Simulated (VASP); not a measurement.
# MoS2 (P6_3/mmc) in VASP: notebook, part 3 of 3

VASP 6.6.1. Earlier steps stand in the parts before.

**4. Single point, PBEsol (in-plane strain -0.005, then relaxed in part)**

INCAR

```
PREC = Accurate ; ENCUT = 520
EDIFF = 1E-6 ; ISMEAR = 0
SIGMA = 0.01 ; LREAL = F
LASPH = T ; NELM = 100
ALGO = Normal ; ISIF = 2
LWAVE = F ; LCHARG = F
GGA = PS ; NBANDS = 35
```

KPOINTS

```
Automatic mesh
0
Gamma
  6 6 2
```

POSCAR

```
MoS2
1.0
    3.1257520384      0.0000000000      0.0000000000
   -1.5628760192      2.7069806712      0.0000000000
    0.0000000000      0.0000000000     12.5960076041
Mo S
2 4
Direct
    0.3333333333      0.6666666667      0.2500000000
    0.6666666667      0.3333333333      0.7500000000
    0.3333333333      0.6666666667      0.6257775175
    0.6666666667      0.3333333333      0.1257775175
    0.3333333333      0.6666666667      0.8742224825
    0.6666666667      0.3333333333      0.3742224825
```

Potentials or basis: VASP PAW PBE potentials, release 64 (Mo_sv, S).

On the command line:

```bash
$ cat potpaw_PBE.64/Mo_sv/POTCAR potpaw_PBE.64/S/POTCAR > POTCAR
$ mpirun -np 1 vasp_std > vasp.out
```

OUTCAR:

```text
PREC = Accurate
   ENCUT = 520
   EDIFF = 1E-6
   ISMEAR = 0
   LREAL = F
   LASPH = T
   NELM = 100
   ISIF = 2
   GGA = PS

 ion  position               nearest neighbor table
   1  0.333  0.667  0.250-   4 2.39   6 2.39   4 2.39   6 2.39   4 2.39   6 2.39
   2  0.667  0.333  0.750-   3 2.39   5 2.39   3 2.39   5 2.39   3 2.39   5 2.39
   3  0.333  0.667  0.626-   2 2.39   2 2.39   2 2.39
   4  0.667  0.333  0.126-   1 2.39   1 2.39   1 2.39
   5  0.333  0.667  0.874-   2 2.39   2 2.39   2 2.39
   6  0.667  0.333  0.374-   1 2.39   1 2.39   1 2.39

  LATTYP: Found a hexagonal cell.
 ALAT       =     3.1257520384
 C/A-ratio  =     4.0297526641

  Lattice vectors:

 A1 = (   3.1257520384,   0.0000000000,   0.0000000000)
 A2 = (  -1.5628760192,   2.7069806712,   0.0000000000)
 A3 = (   0.0000000000,   0.0000000000,  12.5960076041)

Analysis of symmetry for initial positions (statically):
=====================================================================
 Subroutine PRICEL returns:
 Original cell was already a primitive cell.

 Routine SETGRP: Setting up the symmetry group for a
 hexagonal supercell.

 Subroutine GETGRP returns: Found 24 space group operations
 (whereof 12 operations were pure point group operations)
 out of a pool of 24 trial point group operations.

The static configuration has the point symmetry D_3d.
 The point group associated with its full space group is D_6h.

Analysis of symmetry for dynamics (positions and initial velocities):
=====================================================================
 Subroutine PRICEL returns:
 Original cell was already a primitive cell.

 Routine SETGRP: Setting up the symmetry group for a
 hexagonal supercell.

 Subroutine GETGRP returns: Found 24 space group operations
 (whereof 12 operations were pure point group operations)
 out of a pool of 24 trial point group operations.

The dynamic configuration has the point symmetry D_3d.
 The point group associated with its full space group is D_6h.

 Subroutine INISYM returns: Found 24 space group operations
 (whereof 12 operations are pure point group operations),
 and found     1 'primitive' translations

----------------------------------------------------------------------------------------

                                     Primitive cell

  volume of cell :     106.5792

  direct lattice vectors                    reciprocal lattice vectors
     3.125752038  0.000000000  0.000000000     0.319923010  0.184707636  0.000000000
    -1.562876019  2.706980671  0.000000000     0.000000000  0.369415272  0.000000000
     0.000000000  0.000000000 12.596007604     0.000000000  0.000000000  0.079390235

  length of vectors
     3.125752038  3.125752038 12.596007604     0.369415272  0.369415272  0.079390235

  position of ions in fractional coordinates (direct lattice)
     0.333333333  0.666666667  0.250000000
     0.666666667  0.333333333  0.750000000
     0.333333333  0.666666667  0.625777517
     0.666666667  0.333333333  0.125777517
     0.333333333  0.666666667  0.874222483
     0.666666667  0.333333333  0.374222483

  ion indices of the primitive-cell ions
   primitive index   ion index
[... 38 lines left out ...]
  0.500000  0.000000  0.000000      3.000000
  0.166667  0.166667  0.000000      6.000000
  0.333333  0.166667  0.000000     12.000000
  0.333333  0.333333  0.000000      2.000000
  0.000000  0.000000  0.500000      1.000000
  0.166667  0.000000  0.500000      6.000000
  0.333333  0.000000  0.500000      6.000000
  0.500000  0.000000  0.500000      3.000000
  0.166667  0.166667  0.500000      6.000000
  0.333333  0.166667  0.500000     12.000000
  0.333333  0.333333  0.500000      2.000000
   k-points           NKPTS =     14   k-points in BZ     NKDIM =     14   number of bands    NBANDS=     35
   number of dos      NEDOS =    301   number of ions     NIONS =      6
   total plane-waves  NPLWV =  55296
   dimension x,y,z NGX =    24 NGY =   24 NGZ =   96
   dimension x,y,z NGXF=    48 NGYF=   48 NGZF=  192
   ions per type =               2   4
   NGX,Y,Z   is equivalent  to a cutoff of  12.76, 12.76, 12.67 a.u.
   NGXF,Y,Z  is equivalent  to a cutoff of  25.53, 25.53, 25.34 a.u.
 SYSTEM =  unknown system
   PREC   = accura    normal or accurate (medium, high low for compatibility)
   ISTART =      0    job   : 0-new  1-cont  2-samecut
   ICHARG =      2    charge: 1-file 2-atom 10-const
   ISPIN  =      1    spin polarized calculation?
   LNONCOLLINEAR =      F non collinear calculations
   LSORBIT =      F    spin-orbit coupling
   LASPH  =      T    aspherical Exc in radial PAW
   ENCUT  =  520.0 eV  38.22 Ry    6.18 a.u.   5.81  5.81 23.42*2*pi/ulx,y,z
   NELM   =    100;   NELMIN=  2; NELMDL= -5     # of ELM steps
   EDIFF  = 0.1E-05   stopping-criterion for ELM
   LREAL  =      F    real-space projection
   EDIFFG = 0.1E-04   stopping-criterion for IOM
   NSW    =      0    number of steps for IOM
   IBRION =     -1    ionic relax: 0-MD 1-quasi-New 2-CG
   NFREE  =      0    steps in history (QN), initial steepest desc. (CG)
   ISIF   =      2    stress and relaxation
   ISYM   =      2    0-nonsym 1-usesym 2-fastsym
   POTIM  = 0.5000    time-step for ionic-motion
   TEBEG  =    0.0;   TEEND  =   0.0 temperature during run
   PSTRESS=    0.0 pullay stress
   NELECT =      52.0000    total number of electrons
   NUPDOWN=      -1.0000    fix difference up-down
   EMIN   =  10.00;   EMAX   =-10.00  energy-range for DOS
   EFERMI =   0.00;   METHOD = LEGACY
   ISMEAR =     0;   SIGMA  =   0.01  broadening in eV -4-tet -1-fermi 0-gaus
   EFERMI_NEDOS =   21; number of points for ismear=-14 and -15
   IALGO  =     38    algorithm
   IMIX   =      4    mixing-type and parameters
     AMIX     =   0.40;   BMIX     =  1.00
     AMIX_MAG =   1.60;   BMIX_MAG =  1.00
  volume/ion in A,a.u.               =      17.76       119.87
  Fermi-wavevector in a.u.,A,eV,Ry     =   1.288799  2.435476 22.599305  1.661002
  Thomas-Fermi vector in A             =   2.420730
   LORBIT       =      0    0 simple, 1 ext, 2 COOP (PROOUT), +10 PAW based schemes
   GGA     = PS    functional components
   LHFCALC =     F    Hartree Fock is set to
   AEXX    =    0.0000 exact exchange contribution
   IVDW    =     0    specifies the selected vdW correction
   LEPSILON=     F    determine dielectric tensor
   LRPA    =     F    only Hartree local field effects (RPA)
 non-spin polarized calculation
 Gauss-broadening in eV      SIGMA  =   0.01
  energy-cutoff  :      520.00
  volume of cell :      106.58
 maximum number of plane-waves:      2882
 NGX is ok and might be reduce to    24
   NGX = 11   NGY = 11   NGZ = 47

 number of electron      52.0000006 magnetization

 Free energy of the ion-electron system (eV)
  ---------------------------------------------------
  ext. energy  EPLUGINS =         0.00000000
  ---------------------------------------------------
  free energy    TOTEN  =       -46.89977028 eV

  energy without entropy =      -46.89977028  energy(sigma->0) =      -46.89977028

 E-fermi :   7.4230     XC(G=0): -10.9701

 val. band max:        7.3197342118   @ k =   0.0000   0.0000   0.0000
 cond. band min:       8.3337978577   @ k =   0.1667   0.1667   0.0000
 fundamental gap:      1.0140636460
 Fermi energy:         7.4230426595

 k-point     1 :       0.0000    0.0000    0.0000
  band No.  band energies     occupation
      1     -53.9009      2.00000
      2     -53.9009      2.00000
      3     -28.1259      2.00000
      4     -28.1258      2.00000
      5     -27.8386      2.00000
      6     -27.8386      2.00000
[... 521 lines left out ...]
     34      11.8865      0.00000
     35      14.1761      0.00000

------------------------ aborting loop because EDIFF is reached ----------------------------------------

  FORCE on cell =-STRESS in cart. coord.  units (eV):
  Direction    XX          YY          ZZ          XY          YZ          ZX
  --------------------------------------------------------------------------------------
  -------------------------------------------------------------------------------------
  Total        0.9172584      0.9172584     -0.0434421      0.0000000      0.0000000      0.0000000
  in kB       13.7889020     13.7889020     -0.6530535      0.0000000      0.0000000      0.0000000
  external PRESSURE =       8.9749169 kB  Pullay stress =       0.0000000 kB

 VOLUME and BASIS-vectors are now :
 -----------------------------------------------------------------------------
  energy-cutoff  :      520.00
  volume of cell :      106.58
      direct lattice vectors                 reciprocal lattice vectors
     3.125752038  0.000000000  0.000000000     0.319923010  0.184707636  0.000000000
    -1.562876019  2.706980671  0.000000000     0.000000000  0.369415272  0.000000000
     0.000000000  0.000000000 12.596007604     0.000000000  0.000000000  0.079390235

 POSITION                                       TOTAL-FORCE (eV/Angst)
 -----------------------------------------------------------------------------------
     -0.00000      1.80465      3.14900         0.000000     -0.000000      0.000000
      1.56288      0.90233      9.44701        -0.000000      0.000000      0.000000
     -0.00000      1.80465      7.88230        -0.000000      0.000000     -0.000220
      1.56288      0.90233      1.58429         0.000000      0.000000     -0.000220
     -0.00000      1.80465     11.01171        -0.000000      0.000000      0.000220
      1.56288      0.90233      4.71371         0.000000     -0.000000      0.000220
 -----------------------------------------------------------------------------------
    total drift:                                0.000000     -0.000000      0.000000

  FREE ENERGIE OF THE ION-ELECTRON SYSTEM (eV)
  ---------------------------------------------------
  free  energy   TOTEN  =       -46.8997702832 eV

  energy  without entropy=      -46.8997702832  energy(sigma->0) =      -46.89977028
```

stdout:

```text
POSCAR found type information on POSCAR MoS
 POSCAR found :  2 types and       6 ions
 scaLAPACK will be used
 -----------------------------------------------------------------------------
|                                                                             |
|                                                                             |
|     You enforced a specific xc type in the INCAR file but a different       |
|     I HOPE YOU KNOW WHAT YOU ARE DOING!                                     |
|                                                                             |
 -----------------------------------------------------------------------------

 LDA part: xc-table for (Slater+PW92), standard interpolation
 POSCAR, INCAR and KPOINTS ok, starting setup
 FFT: planning ... GRIDC
 FFT: planning ... GRID_SOFT
 FFT: planning ... GRID
 WAVECAR not read
 entering main loop
```

Run time: 23 s. Hardware: 1 thread of Intel Xeon 6975P-C (Granite Rapids), shared host; peak memory 0.23 GiB.

What came out:

| Item | Value |
| --- | --- |
| Free energy | -46.8998 eV |
| Pressure | 0.9 GPa |
| Band gap on the k mesh | 1.01 eV, indirect (least direct gap 1.80 eV) |

Caveat: the cell differs from its parent crystal (in-plane strain -0.005, then relaxed in part); the PAW data sets were made with another functional, which shifts forces and pressure a little; this functional lacks dispersion, which binds the layers, so the pressure and a relaxed spacing across them are unreliable. A k mesh can miss the band edges.

**5. Single point, PBEsol (in-plane strain -0.005)**

INCAR

```
PREC = Accurate
ENCUT = 520
EDIFF = 1E-7
ISMEAR = 0
SIGMA = 0.01
LREAL = F
LASPH = T
NELM = 100
ALGO = Normal
ISIF = 2
LWAVE = F
LCHARG = F
GGA = PS
NBANDS = 35
```

KPOINTS

```
regular mesh
0
Gamma
  6 6 2
```

POSCAR

```
MoS2
1.0
    3.1257520384      0.0000000000      0.0000000000
   -1.5628760192      2.7069806712      0.0000000000
    0.0000000000      0.0000000000     12.6092051669
Mo S
2 4
Direct
    0.3333333333      0.6666666667      0.2500000000
    0.6666666667      0.3333333333      0.7500000000
    0.3333333333      0.6666666667      0.6259912579
    0.6666666667      0.3333333333      0.1259912579
    0.3333333333      0.6666666667      0.8740087421
    0.6666666667      0.3333333333      0.3740087421
```

On the command line:

```bash
$ cat potpaw_PBE.64/Mo_sv/POTCAR potpaw_PBE.64/S/POTCAR > POTCAR
$ mpirun -np 1 vasp_std > vasp.out
```

Wall time 24 s (1 thread of Intel Xeon 6975P-C (Granite Rapids), shared host); peak memory 0.23 GiB.

The run converged. Its results:

```
Free energy            : -46.8998 eV
Pressure               : 1.0 GPa
Largest force          : 0.022 eV/Å
Band gap on the k mesh : 1.02 eV, indirect (least direct gap 1.80 eV)
```

Forces in eV/Å, atoms in the order of the input:
```
Mo   0.000  0.000  0.000
Mo   0.000  0.000  0.000
S    0.000  0.000 -0.022
S    0.000  0.000 -0.022
S    0.000  0.000  0.022
S    0.000  0.000  0.022
```

Stress tensor (GPa, compression positive):
```
1.45 0.00 0.00
0.00 1.45 0.00
0.00 0.00 0.13
```

Levels at points of the mesh, in eV from the valence-band top:
```tsv
k point	band 23	band 24	band 25	band 26	band 27	band 28	band 29	band 30
(0.00, 0.00, 0.00)	-1.95	-1.33	-1.14	0.00	2.38	2.38	2.40	2.40
(0.50, 0.00, 0.00)	-1.46	-1.31	-1.27	-1.20	1.92	1.95	2.28	2.55
(0.00, 0.00, 0.50)	-1.96	-1.96	-0.30	-0.30	2.39	2.39	2.39	2.39
(0.50, 0.00, 0.50)	-1.39	-1.39	-1.23	-1.23	1.93	1.93	2.43	2.43
```

Caveat: the cell differs from its parent crystal (in-plane strain -0.005); the PAW data sets were made with another functional, which shifts forces and pressure a little; this functional lacks dispersion, which binds the layers, so the pressure and a relaxed spacing across them are unreliable. A k mesh can miss the band edges.

**6. Overview**

| cell | gap on the mesh (eV) | pressure (GPa) | largest force (eV/Å) |
| --- | --- | --- | --- |
| a = 3.110, b = 3.110, c = 12.626 Å, angles 90.0, 90.0, 120.0°, 6 atoms | 1.04 | 1.9 | - |
| a = 3.110, b = 3.110, c = 12.647 Å, angles 90.0, 90.0, 120.0°, 6 atoms | 1.05 | 2.1 | 0.04 |
| a = 3.126, b = 3.126, c = 12.596 Å, angles 90.0, 90.0, 120.0°, 6 atoms | 1.01 | 0.9 | - |
| a = 3.126, b = 3.126, c = 12.609 Å, angles 90.0, 90.0, 120.0°, 6 atoms | 1.02 | 1.0 | 0.02 |

Alike in all rows: task single point; level PBEsol; potentials or basis VASP PAW PBE potentials, release 64 (Mo_sv, S); no spin polarisation; k mesh 6 × 6 × 2; cutoff (eV) 520; smearing gaussian 0.01 eV.

Caveats: the PAW data sets were made with another functional, which shifts forces and pressure a little; this functional lacks dispersion, which binds the layers, so the pressure and a relaxed spacing across them are unreliable.

Absolute energies hang on the potentials; compare differences alone.
